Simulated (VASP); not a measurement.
# GaFe (P-6m2) in VASP: single point with LDA

Aim: the single point of GaFe with LDA.

All numbers are computed with VASP 6.6.1; they aren't measurements. Logs are shortened: lines on timing, memory, paths and dates and some standing lists are left out, and cuts for length are marked.

## (1) The cell of the first run

Symmetry: P-6m2, No. 187, hexagonal system. Conventional cell: a = 2.748 Å, b = 2.748 Å, c = 4.031 Å, α = 90.00°, β = 90.00°, γ = 120.00°. Ga (site symmetry -6m2) has 6 Fe at 2.56 Å and 6 Ga at 2.75 Å within 3.4 Å. Fe (site symmetry -6m2) has 6 Ga at 2.56 Å and 6 Fe at 2.75 Å within 3.4 Å.

## (2) Single point, LDA, collinear spin, ferromagnetic start

The input, INCAR:

```
PREC = Accurate
ENCUT = 520
EDIFF = 1E-6
ISMEAR = -1
SIGMA = 0.03
LREAL = F
LASPH = T
NELM = 150
ALGO = Normal
ISIF = 2
LWAVE = F
LCHARG = T
ISPIN = 2
MAGMOM = 0 3
LORBIT = 11
LMAXMIX = 4
GGA = CA
LELF = T
LVHAR = T
NBANDS = 22
```

The input, KPOINTS:

```
Automatic mesh
0
Gamma
  12 12 7
```

The input, POSCAR:

```
GaFe
1.0
    2.7481305258      0.0000000000      0.0000000000
   -1.3740652629      2.3799508482      0.0000000000
    0.0000000000      0.0000000000      4.0307820000
Ga Fe
1 1
Direct
    0.0000000000      0.0000000000      0.5000000000
    0.6666666667      0.3333333333      0.0000000000
```

Potentials or basis: VASP PAW LDA potentials, release 64 (Ga_d, Fe).

Launch:

```
cat potpaw_LDA.64/Ga_d/POTCAR potpaw_LDA.64/Fe/POTCAR > POTCAR
mpirun -np 1 vasp_std > vasp.out
```

OUTCAR:

```text
PREC = Accurate
   ENCUT = 520
   EDIFF = 1E-6
   ISMEAR = -1
   LREAL = F
   LASPH = T
   NELM = 150
   ISIF = 2
   ISPIN = 2
   LORBIT = 11
   GGA = CA

 ion  position               nearest neighbor table
   1  0.000  0.000  0.500-   2 2.56   2 2.56   2 2.56   2 2.56   2 2.56   2 2.56
   2  0.667  0.333  0.000-   1 2.56   1 2.56   1 2.56   1 2.56   1 2.56   1 2.56

  LATTYP: Found a hexagonal cell.
 ALAT       =     2.7481305258
 C/A-ratio  =     1.4667360091

  Lattice vectors:

 A1 = (   2.7481305258,   0.0000000000,   0.0000000000)
 A2 = (  -1.3740652629,   2.3799508482,   0.0000000000)
 A3 = (   0.0000000000,   0.0000000000,   4.0307820000)

Analysis of symmetry for initial positions (statically):
=====================================================================
 Subroutine PRICEL returns:
 Original cell was already a primitive cell.

 Routine SETGRP: Setting up the symmetry group for a
 hexagonal supercell.

 Subroutine GETGRP returns: Found 12 space group operations
 (whereof 12 operations were pure point group operations)
 out of a pool of 24 trial point group operations.

The static configuration has the point symmetry D_3h.

Analysis of symmetry for dynamics (positions and initial velocities):
=====================================================================
 Subroutine PRICEL returns:
 Original cell was already a primitive cell.

 Routine SETGRP: Setting up the symmetry group for a
 hexagonal supercell.

 Subroutine GETGRP returns: Found 12 space group operations
 (whereof 12 operations were pure point group operations)
 out of a pool of 24 trial point group operations.

The dynamic configuration has the point symmetry D_3h.

Analysis of structural, dynamic, and magnetic symmetry:
=====================================================================
 Subroutine PRICEL returns:
 Original cell was already a primitive cell.

 Routine SETGRP: Setting up the symmetry group for a
 hexagonal supercell.

 Subroutine GETGRP returns: Found 12 space group operations
 (whereof 12 operations were pure point group operations)
 out of a pool of 24 trial point group operations.

The overall configuration has the point symmetry D_3h.

 Subroutine INISYM returns: Found 12 space group operations
 (whereof 12 operations are pure point group operations),
 and found     1 'primitive' translations

----------------------------------------------------------------------------------------

                                     Primitive cell

  volume of cell :      26.3630

  direct lattice vectors                    reciprocal lattice vectors
     2.748130526  0.000000000  0.000000000     0.363883735  0.210088372  0.000000000
    -1.374065263  2.379950848  0.000000000     0.000000000  0.420176745  0.000000000
     0.000000000  0.000000000  4.030782000     0.000000000  0.000000000  0.248090817

  length of vectors
     2.748130526  2.748130526  4.030782000     0.420176745  0.420176745  0.248090817

  position of ions in fractional coordinates (direct lattice)
     0.000000000  0.000000000  0.500000000
     0.666666667  0.333333333  0.000000000

  ion indices of the primitive-cell ions
   primitive index   ion index
                 1           1
                 2           2

----------------------------------------------------------------------------------------

 KPOINTS: Automatic mesh

Automatic generation of k-mesh.
 Grid dimensions read from file:
 generate k-points for:   12   12    7

 Generating k-lattice:

  Cartesian coordinates                     Fractional coordinates (reciprocal lattice)
     0.030323645  0.017507364  0.000000000     0.083333333 -0.000000000  0.000000000
     0.000000000  0.035014729  0.000000000     0.000000000  0.083333333  0.000000000
     0.000000000  0.000000000  0.035441545     0.000000000  0.000000000  0.142857143

  Length of vectors
     0.035014729  0.035014729  0.035441545

  Shift w.r.t. Gamma in fractional coordinates (k-lattice)
     0.000000000  0.000000000  0.000000000

 Subroutine IBZKPT returns following result:
 ===========================================

 Found     76 irreducible k-points:

 Following reciprocal coordinates:
            Coordinates               Weight
  0.000000  0.000000  0.000000      1.000000
  0.083333  0.000000  0.000000      6.000000
  0.166667  0.000000  0.000000      6.000000
  0.250000  0.000000  0.000000      6.000000
  0.333333  0.000000  0.000000      6.000000
  0.416667  0.000000  0.000000      6.000000
[... 16 lines left out ...]
  0.250000  0.000000  0.142857     12.000000
  0.333333  0.000000  0.142857     12.000000
 [... further k-points ...]
   k-points           NKPTS =     76   k-points in BZ     NKDIM =     76   number of bands    NBANDS=     22
   number of dos      NEDOS =    301   number of ions     NIONS =      2
   total plane-waves  NPLWV =  12000
   dimension x,y,z NGX =    20 NGY =   20 NGZ =   30
   dimension x,y,z NGXF=    40 NGYF=   40 NGZF=   60
   ions per type =               1   1
   NGX,Y,Z   is equivalent  to a cutoff of  12.10, 12.10, 12.37 a.u.
   NGXF,Y,Z  is equivalent  to a cutoff of  24.20, 24.20, 24.75 a.u.
 SYSTEM =  unknown system
   PREC   = accura    normal or accurate (medium, high low for compatibility)
   ISTART =      0    job   : 0-new  1-cont  2-samecut
   ICHARG =      2    charge: 1-file 2-atom 10-const
   ISPIN  =      2    spin polarized calculation?
   LNONCOLLINEAR =      F non collinear calculations
   LSORBIT =      F    spin-orbit coupling
   LASPH  =      T    aspherical Exc in radial PAW
   ENCUT  =  520.0 eV  38.22 Ry    6.18 a.u.   5.11  5.11  7.49*2*pi/ulx,y,z
   NELM   =    150;   NELMIN=  2; NELMDL= -5     # of ELM steps
   EDIFF  = 0.1E-05   stopping-criterion for ELM
   LREAL  =      F    real-space projection
   EDIFFG = 0.1E-04   stopping-criterion for IOM
   NSW    =      0    number of steps for IOM
   IBRION =     -1    ionic relax: 0-MD 1-quasi-New 2-CG
   NFREE  =      0    steps in history (QN), initial steepest desc. (CG)
   ISIF   =      2    stress and relaxation
   ISYM   =      2    0-nonsym 1-usesym 2-fastsym
   POTIM  = 0.5000    time-step for ionic-motion
   TEBEG  =    0.0;   TEEND  =   0.0 temperature during run
   PSTRESS=    0.0 pullay stress
   NELECT =      21.0000    total number of electrons
   NUPDOWN=      -1.0000    fix difference up-down
   EMIN   =  10.00;   EMAX   =-10.00  energy-range for DOS
   EFERMI =   0.00;   METHOD = LEGACY
   ISMEAR =    -1;   SIGMA  =   0.03  broadening in eV -4-tet -1-fermi 0-gaus
   EFERMI_NEDOS =   21; number of points for ismear=-14 and -15
   IALGO  =     38    algorithm
   IMIX   =      4    mixing-type and parameters
     AMIX     =   0.40;   BMIX     =  1.00
     AMIX_MAG =   1.60;   BMIX_MAG =  1.00
  volume/ion in A,a.u.               =      13.18        88.95
  Fermi-wavevector in a.u.,A,eV,Ry     =   1.517573  2.867798 31.334613  2.303029
  Thomas-Fermi vector in A             =   2.626811
   LORBIT       =     11    0 simple, 1 ext, 2 COOP (PROOUT), +10 PAW based schemes
   GGA     = CA    functional components
   LHFCALC =     F    Hartree Fock is set to
   AEXX    =    0.0000 exact exchange contribution
   IVDW    =     0    specifies the selected vdW correction
   LEPSILON=     F    determine dielectric tensor
   LRPA    =     F    only Hartree local field effects (RPA)
 spin polarized calculation
  energy-cutoff  :      520.00
  volume of cell :       26.36
 maximum number of plane-waves:       729
   NGX = 11   NGY = 11   NGZ = 15

 number of electron      21.0000026 magnetization       1.9215083

 Free energy of the ion-electron system (eV)
  ---------------------------------------------------
  ext. energy  EPLUGINS =         0.00000000
  ---------------------------------------------------
  free energy    TOTEN  =       -12.95600788 eV

  energy without entropy =      -12.95039185  energy(sigma->0) =      -12.95319987

 E-fermi :   6.6275     XC(G=0): -12.9395

 val. band max:        6.6260239976   @ k =   0.4167   0.0833   0.4286
 cond. band min:       6.6284501790   @ k =   0.3333   0.0833   0.2857
 fundamental gap:      0.0024261814
 Fermi energy:         6.6275150557

 spin component 1

 k-point     1 :       0.0000    0.0000    0.0000
  band No.  band energies     occupation
      1      -8.3885      1.00000
      2      -8.3432      1.00000
      3      -8.3432      1.00000
      4      -8.0537      1.00000
      5      -8.0537      1.00000
      6      -4.8615      1.00000
[... 14 lines left out ...]
     21      30.9253      0.00000
     22      30.9253      0.00000
[... 552 lines left out ...]
  band No.  band energies     occupation
      1      -8.5143      1.00000
      2      -8.2695      1.00000
      3      -8.1218      1.00000
      4      -8.1014      1.00000
      5      -8.0671      1.00000
      6      -1.7579      1.00000
[... 14 lines left out ...]
     21      29.9989      0.00000
     22      31.0428      0.00000

 [... further k-points ...]

 spin component 2

 k-point     1 :       0.0000    0.0000    0.0000
  band No.  band energies     occupation
      1      -8.4084      1.00000
      2      -8.3548      1.00000
      3      -8.3548      1.00000
      4      -8.0647      1.00000
      5      -8.0647      1.00000
      6      -4.8128      1.00000
[... 14 lines left out ...]
     21      30.9630      0.00000
     22      30.9630      0.00000
[... 552 lines left out ...]
  band No.  band energies     occupation
      1      -8.5269      1.00000
      2      -8.2795      1.00000
      3      -8.1389      1.00000
      4      -8.1117      1.00000
      5      -8.0775      1.00000
      6      -1.6901      1.00000
[... 14 lines left out ...]
     21      30.2991      0.00000
     22      31.2726      0.00000

 [... further k-points ...]

------------------------ aborting loop because EDIFF is reached ----------------------------------------

  FORCE on cell =-STRESS in cart. coord.  units (eV):
  Direction    XX          YY          ZZ          XY          YZ          ZX
  --------------------------------------------------------------------------------------
  -------------------------------------------------------------------------------------
  Total       -1.8619816     -1.8619816     -2.5068843      0.0000000      0.0000000      0.0000000
  in kB     -113.1595785   -113.1595785   -152.3527232      0.0000000      0.0000000      0.0000000
  external PRESSURE =    -126.2239601 kB  Pullay stress =       0.0000000 kB

 VOLUME and BASIS-vectors are now :
 -----------------------------------------------------------------------------
  energy-cutoff  :      520.00
  volume of cell :       26.36
      direct lattice vectors                 reciprocal lattice vectors
     2.748130526  0.000000000  0.000000000     0.363883735  0.210088372  0.000000000
    -1.374065263  2.379950848  0.000000000     0.000000000  0.420176745  0.000000000
     0.000000000  0.000000000  4.030782000     0.000000000  0.000000000  0.248090817

 POSITION                                       TOTAL-FORCE (eV/Angst)
 -----------------------------------------------------------------------------------
      0.00000      0.00000      2.01539        -0.000000      0.000000      0.000000
      1.37407      0.79332      0.00000         0.000000     -0.000000      0.000000
 -----------------------------------------------------------------------------------
    total drift:                               -0.000000      0.000000      0.000000

  FREE ENERGIE OF THE ION-ELECTRON SYSTEM (eV)
  ---------------------------------------------------
  free  energy   TOTEN  =       -12.9560078774 eV

  energy  without entropy=      -12.9503918543  energy(sigma->0) =      -12.95319987

 total charge

# of ion       s       p       d       tot
------------------------------------------
    1        0.925   0.842  10.017  11.784
    2        0.390   0.446   6.296   7.132
--------------------------------------------------
tot          1.315   1.288  16.313  18.916

 magnetization (x)

# of ion       s       p       d       tot
------------------------------------------
    1       -0.017  -0.050   0.001  -0.066
    2       -0.000  -0.009   2.002   1.992
--------------------------------------------------
tot         -0.017  -0.060   2.003   1.927
```

It took 2.1 min on 1 thread of Oxide Virtual Turin-like, shared host; peak memory 0.15 GiB.

Results:

```yaml
Free_energy: -12.9560 eV
Pressure: -12.6 GPa
Net_moment: 1.92 μB per cell
Site_moments: Ga -0.07; Fe +1.99 μB
Valence_electrons_inside_the_program's_atomic_spheres: Ga 11.78; Fe 7.13
```

Stress tensor (GPa, compression positive):
```
-11.32   0.00   0.00
  0.00 -11.32   0.00
  0.00   0.00 -15.24
```
